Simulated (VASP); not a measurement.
Wanted: the native input for a VASP 6.6.1 run.

| Property | Result |
| --- | --- |
| Task | single point |
| Functional | PBE |
| Potentials or basis | VASP PAW PBE potentials, release 64 (K_sv, Cl) |
| Cutoff | 520 eV |
| k mesh | 8 × 8 × 8 |
| Occupations | fermi-dirac, width 0.02 eV |
| Spin | no spin polarisation |
| Dipole correction | no |
| Further INCAR settings | ALGO = Normal; EDIFF = 1e-06; NBANDS = 15 |

The structure of KCl lies in POSCAR:

```
KCl
1.0
   -0.1457939927      3.1044067482      3.1044067482
    3.1044067482     -0.1457939927      3.1044067482
    3.1044067482      3.1044067482     -0.1457939927
K Cl
1 1
Direct
    0.0000000000      0.0000000000      0.0000000000
    0.5000000000      0.5000000000      0.5000000000
```

This cell differs from its parent crystal: epitaxial 111 strain +3.4%.

These files were run (other wordings do the same):

INCAR

```
PREC = Accurate
ENCUT = 520
EDIFF = 1E-6
ISMEAR = -1
SIGMA = 0.02
LREAL = False
LASPH = True
NELM = 80
ALGO = Normal
ISIF = 2
LWAVE = False
LCHARG = False
GGA = PE
NBANDS = 15
```

KPOINTS

```
Automatic mesh
0
Gamma
  8 8 8
```

Potentials or basis: VASP PAW PBE potentials, release 64 (K_sv, Cl).

Run with:

```console
$ cat potpaw_PBE.64/K_sv/POTCAR potpaw_PBE.64/Cl/POTCAR > POTCAR
$ mpirun -np 1 vasp_std > vasp.out
```

It gave:

| Quantity | Value |
| --- | --- |
| Pressure | 0.2 GPa |
| Band gap on the k mesh | 4.99 eV, direct |

Caveat: the cell differs from its parent crystal (epitaxial 111 strain +3.4%).

It took 39 s on 1 thread of Intel(R) Xeon(R) 6975P-C (Granite Rapids), on a shared host, peak memory 0.23 GiB.
